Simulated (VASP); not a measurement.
Here is a VASP 6.6.1 calculation.

INCAR

```
SYSTEM = Al3GaN4
ALGO     = Normal         ! electronic algorithm
EDIFF    = 1E-6           ! SCF threshold, eV
ENCUT    = 520            ! plane-wave cutoff, eV
GGA      = PS             ! functional
ISIF     = 2              ! what is computed and relaxed
ISMEAR   = 0              ! smearing method
LASPH    = .True.         ! aspherical terms in the spheres
LCHARG   = .False.        ! write CHGCAR
LREAL    = .False.        ! projectors in reciprocal space
LWAVE    = .False.        ! write WAVECAR
NBANDS   = 31             ! bands
NELM     = 100            ! most SCF steps
PREC     = Accurate       ! precision mode
SIGMA    = 0.05           ! smearing width, eV
```

Contents of KPOINTS:

```
k-points
0
Gamma
  6 6 6
  0 0 0
```

POSCAR

```
Al3GaN4
1.0
    4.2749048883      0.2423915143      0.2423915143
    0.2423915143      4.2749048883      0.2423915143
    0.2423915143      0.2423915143      4.2749048883
Al Ga N
3 1 4
Direct
    0.5000000000      0.5000000000      0.0000000000
    0.5000000000      0.0000000000      0.5000000000
    0.0000000000      0.5000000000      0.5000000000
    0.0000000000      0.0000000000      0.0000000000
    0.7447140287      0.7447140287      0.2552859713
    0.7447140287      0.2552859713      0.7447140287
    0.2552859713      0.7447140287      0.7447140287
    0.2552859713      0.2552859713      0.2552859713
```

Potentials or basis: VASP PAW PBE potentials, release 64 (Al, Ga_d, N).

Command:

```console
$ cat potpaw_PBE.64/Al/POTCAR potpaw_PBE.64/Ga_d/POTCAR potpaw_PBE.64/N/POTCAR > POTCAR
$ mpirun -np 1 vasp_std > vasp.out
```

Predict the band gap on the k mesh.

2.42 eV, direct.

Predict the pressure.

32.7 GPa.

Forces in eV/Å, atoms in the order of the input:
```
Al   0.943  0.943  0.950
Al   0.943  0.950  0.943
Al   0.950  0.943  0.943
Ga   0.987  0.987  0.987
N   -0.999 -0.999 -1.031
N   -0.999 -1.031 -0.999
N   -1.031 -0.999 -0.999
N   -0.795 -0.795 -0.795
```

Caveat: the PAW data sets were made with another functional, which shifts forces and pressure a little.
